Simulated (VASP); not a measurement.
# Ga7BSb8 (a cell with a defect) in VASP: a series of runs

Runs on Ga7BSb8 (a cell with a defect). Level: PBE. Tasks: single point, relaxation of the atoms.

Program: VASP 6.6.1. These are calculated values, not measurements. Logs are shortened: lines on timing, memory, paths and dates and some standing lists are left out, and cuts for length are marked.

## Step 1: The cell of the first run

The cell holds a defect, 16 atoms: a = 8.652 Å, b = 8.652 Å, c = 8.652 Å, α = 60.00°, β = 60.00°, γ = 60.00°.

## Step 2: Single point, PBE

INCAR reads:

```
PREC = Accurate ; ENCUT = 420
EDIFF = 1E-6 ; ISMEAR = -1
SIGMA = 0.02 ; LREAL = F
LASPH = T ; NELM = 120
ALGO = Normal ; ISIF = 2
LWAVE = F ; LCHARG = F
GGA = PE ; NBANDS = 81
GGA_COMPAT = F
```

KPOINTS reads:

```
regular mesh
0
Gamma
  2 2 2
```

POSCAR reads:

```
Ga7BSb8
1.0
    0.0000000000      6.1180000000      6.1180000000
    6.1180000000      0.0000000000      6.1180000000
    6.1180000000      6.1180000000      0.0000000000
B Sb Ga
1 8 7
Direct
    0.0000000000      0.0000000000      0.0000000000
    0.1143433601      0.1143433601      0.1143433601
    0.1143433601      0.1143433601      0.6569699198
    0.1143433601      0.6569699198      0.1143433601
    0.1242555740      0.6252481420      0.6252481420
    0.6569699198      0.1143433601      0.1143433601
    0.6252481420      0.1242555740      0.6252481420
    0.6252481420      0.6252481420      0.1242555740
    0.6252481420      0.6252481420      0.6252481420
    0.0011060720      0.0011060720      0.4988939280
    0.0011060720      0.4988939280      0.0011060720
    0.0011060720      0.4988939280      0.4988939280
    0.4988939280      0.0011060720      0.0011060720
    0.4988939280      0.0011060720      0.4988939280
    0.4988939280      0.4988939280      0.0011060720
    0.5000000000      0.5000000000      0.5000000000
```

Potentials or basis: VASP PAW PBE potentials, release 64 (B, Sb, Ga_d).

Command:

```bash
$ cat potpaw_PBE.64/B/POTCAR potpaw_PBE.64/Sb/POTCAR potpaw_PBE.64/Ga_d/POTCAR > POTCAR
$ mpirun -np 1 vasp_std > vasp.out
```

OUTCAR:

```text
PREC = Accurate
   ENCUT = 420
   EDIFF = 1E-6
   ISMEAR = -1
   LREAL = F
   LASPH = T
   NELM = 120
   ISIF = 2
   GGA = PE

 ion  position               nearest neighbor table
   1  0.000  0.000  0.000-   3 2.42   4 2.42   6 2.42   2 2.42
   2  0.114  0.114  0.114-   1 2.42  10 2.73  11 2.73  13 2.73
   3  0.114  0.114  0.657-   1 2.42  12 2.73  14 2.73  10 2.73
   4  0.114  0.657  0.114-   1 2.42  12 2.73  15 2.73  11 2.73
   5  0.124  0.625  0.625-  16 2.65  12 2.66  10 2.66  11 2.66
   6  0.657  0.114  0.114-   1 2.42  14 2.73  15 2.73  13 2.73
[... 8 lines left out ...]
  15  0.499  0.499  0.001-   8 2.66   9 2.66   4 2.73   6 2.73
  16  0.500  0.500  0.500-   9 2.65   7 2.65   8 2.65   5 2.65

  LATTYP: Found a face centered cubic cell.
 ALAT       =    12.2360000000

  Lattice vectors:

 A1 = (   0.0000000000,   6.1180000000,   6.1180000000)
 A2 = (   6.1180000000,   0.0000000000,   6.1180000000)
 A3 = (   6.1180000000,   6.1180000000,   0.0000000000)

Analysis of symmetry for initial positions (statically):
=====================================================================
 Subroutine PRICEL returns:
 Original cell was already a primitive cell.

 Routine SETGRP: Setting up the symmetry group for a
 face centered cubic supercell.

 Subroutine GETGRP returns: Found 24 space group operations
 (whereof 24 operations were pure point group operations)
 out of a pool of 48 trial point group operations.

The static configuration has the point symmetry T_d .

Analysis of symmetry for dynamics (positions and initial velocities):
=====================================================================
 Subroutine PRICEL returns:
 Original cell was already a primitive cell.

 Routine SETGRP: Setting up the symmetry group for a
 face centered cubic supercell.

 Subroutine GETGRP returns: Found 24 space group operations
 (whereof 24 operations were pure point group operations)
 out of a pool of 48 trial point group operations.

The dynamic configuration has the point symmetry T_d .

 Subroutine INISYM returns: Found 24 space group operations
 (whereof 24 operations are pure point group operations),
 and found     1 'primitive' translations

----------------------------------------------------------------------------------------

                                     Primitive cell

  volume of cell :     457.9926

  direct lattice vectors                    reciprocal lattice vectors
     0.000000000  6.118000000  6.118000000    -0.081726054  0.081726054  0.081726054
     6.118000000  0.000000000  6.118000000     0.081726054 -0.081726054  0.081726054
     6.118000000  6.118000000  0.000000000     0.081726054  0.081726054 -0.081726054

  length of vectors
     8.652158575  8.652158575  8.652158575     0.141553678  0.141553678  0.141553678

  position of ions in fractional coordinates (direct lattice)
     0.000000000  0.000000000  0.000000000
     0.114343360  0.114343360  0.114343360
     0.114343360  0.114343360  0.656969920
     0.114343360  0.656969920  0.114343360
     0.124255574  0.625248142  0.625248142
     0.656969920  0.114343360  0.114343360
[... 8 lines left out ...]
     0.498893928  0.498893928  0.001106072
     0.500000000  0.500000000  0.500000000

  ion indices of the primitive-cell ions
   primitive index   ion index
                 1           1
                 2           2
                 3           3
                 4           4
                 5           5
                 6           6
[... 8 lines left out ...]
                15          15
                16          16

----------------------------------------------------------------------------------------

 KPOINTS: regular mesh

Automatic generation of k-mesh.
 Grid dimensions read from file:
 generate k-points for:    2    2    2

 Generating k-lattice:

  Cartesian coordinates                     Fractional coordinates (reciprocal lattice)
    -0.040863027  0.040863027  0.040863027     0.500000000  0.000000000  0.000000000
     0.040863027 -0.040863027  0.040863027     0.000000000  0.500000000  0.000000000
     0.040863027  0.040863027 -0.040863027     0.000000000  0.000000000  0.500000000

  Length of vectors
     0.070776839  0.070776839  0.070776839

  Shift w.r.t. Gamma in fractional coordinates (k-lattice)
     0.000000000  0.000000000  0.000000000

 Subroutine IBZKPT returns following result:
 ===========================================

 Found      3 irreducible k-points:

 Following reciprocal coordinates:
            Coordinates               Weight
  0.000000  0.000000  0.000000      1.000000
  0.500000  0.000000  0.000000      4.000000
  0.500000  0.500000  0.000000      3.000000
   k-points           NKPTS =      3   k-points in BZ     NKDIM =      3   number of bands    NBANDS=     81
   number of dos      NEDOS =    301   number of ions     NIONS =     16
   total plane-waves  NPLWV = 216000
   dimension x,y,z NGX =    60 NGY =   60 NGZ =   60
   dimension x,y,z NGXF=   120 NGYF=  120 NGZF=  120
   ions per type =               1   8   7
   NGX,Y,Z   is equivalent  to a cutoff of  11.53, 11.53, 11.53 a.u.
   NGXF,Y,Z  is equivalent  to a cutoff of  23.06, 23.06, 23.06 a.u.
 SYSTEM =  unknown system
   PREC   = accura    normal or accurate (medium, high low for compatibility)
   ISTART =      0    job   : 0-new  1-cont  2-samecut
   ICHARG =      2    charge: 1-file 2-atom 10-const
   ISPIN  =      1    spin polarized calculation?
   LNONCOLLINEAR =      F non collinear calculations
   LSORBIT =      F    spin-orbit coupling
   LASPH  =      T    aspherical Exc in radial PAW
   ENCUT  =  420.0 eV  30.87 Ry    5.56 a.u.  14.46 14.46 14.46*2*pi/ulx,y,z
   NELM   =    120;   NELMIN=  2; NELMDL= -5     # of ELM steps
   EDIFF  = 0.1E-05   stopping-criterion for ELM
   LREAL  =      F    real-space projection
   EDIFFG = 0.1E-04   stopping-criterion for IOM
   NSW    =      0    number of steps for IOM
   IBRION =     -1    ionic relax: 0-MD 1-quasi-New 2-CG
   NFREE  =      0    steps in history (QN), initial steepest desc. (CG)
   ISIF   =      2    stress and relaxation
   ISYM   =      2    0-nonsym 1-usesym 2-fastsym
   POTIM  = 0.5000    time-step for ionic-motion
   TEBEG  =    0.0;   TEEND  =   0.0 temperature during run
   PSTRESS=    0.0 pullay stress
   NELECT =     134.0000    total number of electrons
   NUPDOWN=      -1.0000    fix difference up-down
   EMIN   =  10.00;   EMAX   =-10.00  energy-range for DOS
   EFERMI =   0.00;   METHOD = LEGACY
   ISMEAR =    -1;   SIGMA  =   0.02  broadening in eV -4-tet -1-fermi 0-gaus
   EFERMI_NEDOS =   21; number of points for ismear=-14 and -15
   IALGO  =     38    algorithm
   IMIX   =      4    mixing-type and parameters
     AMIX     =   0.40;   BMIX     =  1.00
     AMIX_MAG =   1.60;   BMIX_MAG =  1.00
  volume/ion in A,a.u.               =      28.62       193.17
  Fermi-wavevector in a.u.,A,eV,Ry     =   1.086818  2.053789 16.070849  1.181174
  Thomas-Fermi vector in A             =   2.222964
   LORBIT       =      0    0 simple, 1 ext, 2 COOP (PROOUT), +10 PAW based schemes
   GGA     = PE    functional components
   LHFCALC =     F    Hartree Fock is set to
   AEXX    =    0.0000 exact exchange contribution
   IVDW    =     0    specifies the selected vdW correction
   LEPSILON=     F    determine dielectric tensor
   LRPA    =     F    only Hartree local field effects (RPA)
 non-spin polarized calculation
  energy-cutoff  :      420.00
  volume of cell :      457.99
 maximum number of plane-waves:      8984
 NGX is ok and might be reduce to    60
   NGX = 29   NGY = 29   NGZ = 29

 number of electron     134.0000019 magnetization

 Free energy of the ion-electron system (eV)
  ---------------------------------------------------
  ext. energy  EPLUGINS =         0.00000000
  ---------------------------------------------------
  free energy    TOTEN  =       -59.25989423 eV

  energy without entropy =      -59.25034622  energy(sigma->0) =      -59.25512022

 E-fermi :   4.7214     XC(G=0):  -8.9587

 val. band max:        4.7074877980   @ k =   0.0000   0.0000   0.0000
 cond. band min:       5.0036204026   @ k =   0.0000   0.0000   0.0000
 fundamental gap:      0.2961326047
 Fermi energy:         4.7213504165

 k-point     1 :       0.0000    0.0000    0.0000
  band No.  band energies     occupation
      1     -10.3537      2.00000
      2     -10.3537      2.00000
      3     -10.3537      2.00000
      4     -10.3267      2.00000
      5     -10.3152      2.00000
      6     -10.3152      2.00000
[... 71 lines left out ...]
     78       5.9708      0.00000
     79       7.4078      0.00000

 k-point     2 :       0.5000    0.0000    0.0000
  band No.  band energies     occupation
      1     -10.3506      2.00000
      2     -10.3506      2.00000
      3     -10.3461      2.00000
      4     -10.3328      2.00000
      5     -10.3162      2.00000
      6     -10.3154      2.00000
[... 71 lines left out ...]
     78       7.8986      0.00000
     79       8.3609      0.00000

 k-point     3 :       0.5000    0.5000    0.0000
  band No.  band energies     occupation
      1     -10.3496      2.00000
      2     -10.3496      2.00000
      3     -10.3389      2.00000
      4     -10.3381      2.00000
      5     -10.3196      2.00000
      6     -10.3134      2.00000
[... 71 lines left out ...]
     78       8.2526      0.00000
     79       8.3218      0.00000
 [bands above 79 left out]

------------------------ aborting loop because EDIFF is reached ----------------------------------------

  FORCE on cell =-STRESS in cart. coord.  units (eV):
  Direction    XX          YY          ZZ          XY          YZ          ZX
  --------------------------------------------------------------------------------------
  -------------------------------------------------------------------------------------
  Total        0.1700387      0.1700387      0.1700387     -0.0000000      0.0000000     -0.0000000
  in kB        0.5948397      0.5948397      0.5948397     -0.0000000      0.0000000     -0.0000000
  external PRESSURE =       0.5948397 kB  Pullay stress =       0.0000000 kB

 VOLUME and BASIS-vectors are now :
 -----------------------------------------------------------------------------
  energy-cutoff  :      420.00
  volume of cell :      457.99
      direct lattice vectors                 reciprocal lattice vectors
     0.000000000  6.118000000  6.118000000    -0.081726054  0.081726054  0.081726054
     6.118000000  0.000000000  6.118000000     0.081726054 -0.081726054  0.081726054
     6.118000000  6.118000000  0.000000000     0.081726054  0.081726054 -0.081726054

 POSITION                                       TOTAL-FORCE (eV/Angst)
 -----------------------------------------------------------------------------------
      0.00000      0.00000      0.00000        -0.000000      0.000000     -0.000000
      1.39911      1.39911      1.39911         0.006555      0.006555      0.006555
      4.71889      4.71889      1.39911        -0.006555     -0.006555      0.006555
      4.71889      1.39911      4.71889        -0.006555      0.006555     -0.006555
      7.65054      4.58546      4.58546         0.007813     -0.007813     -0.007813
      1.39911      4.71889      4.71889         0.006555     -0.006555     -0.006555
[... 8 lines left out ...]
      3.05900      3.05900      6.10447        -0.000000      0.000000      0.008405
      6.11800      6.11800      6.11800        -0.000000      0.000000     -0.000000
 -----------------------------------------------------------------------------------
    total drift:                                0.000002      0.000002      0.000004

  FREE ENERGIE OF THE ION-ELECTRON SYSTEM (eV)
  ---------------------------------------------------
  free  energy   TOTEN  =       -59.2598942314 eV

  energy  without entropy=      -59.2503462173  energy(sigma->0) =      -59.25512022
```

Wall time 1.7 min (1 thread of Intel Xeon Platinum 8488C (Sapphire Rapids), shared host); peak memory 0.51 GiB.

What came out:

- Free energy: -59.2599 eV
- Pressure: 0.1 GPa
- Largest force: 0.014 eV/Å
- Band gap on the k mesh: zero (filled and empty bands touch)

Forces on the atoms (eV/Å):
```
B    0.000  0.000  0.000
Sb   0.007  0.007  0.007
Sb  -0.007 -0.007  0.007
Sb  -0.007  0.007 -0.007
Sb   0.008 -0.008 -0.008
Sb   0.007 -0.007 -0.007
Sb  -0.008  0.008 -0.008
Sb  -0.008 -0.008  0.008
Sb   0.008  0.008  0.008
Ga   0.000  0.000 -0.008
Ga   0.000 -0.008  0.000
Ga   0.008  0.000  0.000
Ga  -0.008  0.000  0.000
Ga   0.000  0.008  0.000
Ga   0.000  0.000  0.008
Ga   0.000  0.000  0.000
```

Levels at points of the mesh, in eV from the Fermi level:
```tsv
k point	band 65	band 66	band 67	band 68	band 69	band 70
(0.00, 0.00, 0.00)	-0.42	-0.01	-0.01	-0.01	0.28	0.28
(0.50, 0.00, 0.00)	-0.77	-0.57	-0.57	0.30	0.93	1.26
(0.50, 0.50, 0.00)	-1.27	-1.23	-0.93	1.05	1.08	1.62
```

Caveat: the k points lie up to 0.44 Å⁻¹ apart; spin-orbit coupling is left out, which moves the levels of the heavy elements.

## Step 3: Relaxation of the atoms, PBE

INCAR reads:

```
SYSTEM = Ga7BSb8
ALGO = Normal
EDIFF = 1E-7
EDIFFG = -0.02
ENCUT = 450
GGA = PE
GGA_COMPAT = .FALSE.
IBRION = 2
ISIF = 2
ISMEAR = -1
LASPH = .TRUE.
LCHARG = .FALSE.
LREAL = .FALSE.
LWAVE = .FALSE.
NELM = 120
NELMIN = 4
NSW = 45
PREC = Accurate
SIGMA = 0.02
```

KPOINTS reads:

```
k-points
0
G
  2 2 2
  0 0 0
```

POSCAR reads:

```
Ga7BSb8
1.0
    0.0000000000      6.1180000000      6.1180000000
    6.1180000000      0.0000000000      6.1180000000
    6.1180000000      6.1180000000      0.0000000000
B Sb Ga
1 8 7
Direct
    0.0000000000      0.0000000000      0.0000000000
    0.1250000000      0.1250000000      0.1250000000
    0.1250000000      0.1250000000      0.6250000000
    0.1250000000      0.6250000000      0.1250000000
    0.1250000000      0.6250000000      0.6250000000
    0.6250000000      0.1250000000      0.1250000000
    0.6250000000      0.1250000000      0.6250000000
    0.6250000000      0.6250000000      0.1250000000
    0.6250000000      0.6250000000      0.6250000000
    0.0000000000      0.0000000000      0.5000000000
    0.0000000000      0.5000000000      0.0000000000
    0.0000000000      0.5000000000      0.5000000000
    0.5000000000      0.0000000000      0.0000000000
    0.5000000000      0.0000000000      0.5000000000
    0.5000000000      0.5000000000      0.0000000000
    0.5000000000      0.5000000000      0.5000000000
```

Potentials or basis: VASP PAW PBE potentials, release 64 (B, Sb, Ga_d).

Command:

```bash
$ cat potpaw_PBE.64/B/POTCAR potpaw_PBE.64/Sb/POTCAR potpaw_PBE.64/Ga_d/POTCAR > POTCAR
$ mpirun -np 1 vasp_std > vasp.out
```

It took 8 min on 1 thread of Intel Xeon Platinum 8488C (Sapphire Rapids), shared host; peak memory 0.56 GiB.

The run converged. Its results:

| Property | Result |
| --- | --- |
| Free energy | -59.2632 eV |
| Energy gained by relaxing | 47.1 meV/atom |
| Ionic steps | 7 |
| Pressure after relaxing | 0.1 GPa |
| Largest force after relaxing | 0.011 eV/Å |
| Band gap on the k mesh | zero (filled and empty bands touch) |

Forces on the atoms (eV/Å):
```
B    0.000  0.000  0.000
Sb   0.006  0.006  0.006
Sb  -0.006 -0.006  0.006
Sb  -0.006  0.006 -0.006
Sb   0.001 -0.001 -0.001
Sb   0.006 -0.006 -0.006
Sb  -0.001  0.001 -0.001
Sb  -0.001 -0.001  0.001
Sb   0.001  0.001  0.001
Ga   0.000  0.000  0.000
Ga   0.000  0.000  0.000
Ga   0.000  0.000  0.000
Ga   0.000  0.000  0.000
Ga   0.000  0.000  0.000
Ga   0.000  0.000  0.000
Ga   0.000  0.000  0.000
```

The path:
```tsv
step	energy change (eV)	largest force (eV/Å)	pressure (GPa)
1	0.0000	1.5910	0.63
2	-0.4150	1.1005	0.35
3	-0.7502	0.0860	0.15
4	-0.7501	0.0861	0.15
5	-0.7522	0.0372	0.13
6	-0.7527	0.0308	0.12
7	-0.7530	0.0109	0.11
```

Final structure:
```
B Sb Ga
1.0
     0.00000    6.11800    6.11800
     6.11800    0.00000    6.11800
     6.11800    6.11800    0.00000
B Sb Ga
1 8 7
Direct
  0.00000 0.00000 0.00000
  0.11435 0.11435 0.11435
  0.11435 0.11435 0.65696
  0.11435 0.65696 0.11435
  0.12411 0.62530 0.62530
  0.65696 0.11435 0.11435
  0.62530 0.12411 0.62530
  0.62530 0.62530 0.12411
  0.62530 0.62530 0.62530
  0.00103 0.00103 0.49897
  0.00103 0.49897 0.00103
  0.00103 0.49897 0.49897
  0.49897 0.00103 0.00103
  0.49897 0.00103 0.49897
  0.49897 0.49897 0.00103
  0.50000 0.50000 0.50000
```

Levels at points of the mesh, in eV from the Fermi level:
```tsv
k point	band 65	band 66	band 67	band 68	band 69	band 70
(0.00, 0.00, 0.00)	-0.42	-0.01	-0.01	-0.01	0.28	0.28
(0.50, 0.00, 0.00)	-0.77	-0.57	-0.57	0.30	0.93	1.26
(0.50, 0.50, 0.00)	-1.27	-1.23	-0.93	1.05	1.09	1.63
```

Caveat: the k points lie up to 0.44 Å⁻¹ apart; spin-orbit coupling is left out, which moves the levels of the heavy elements.
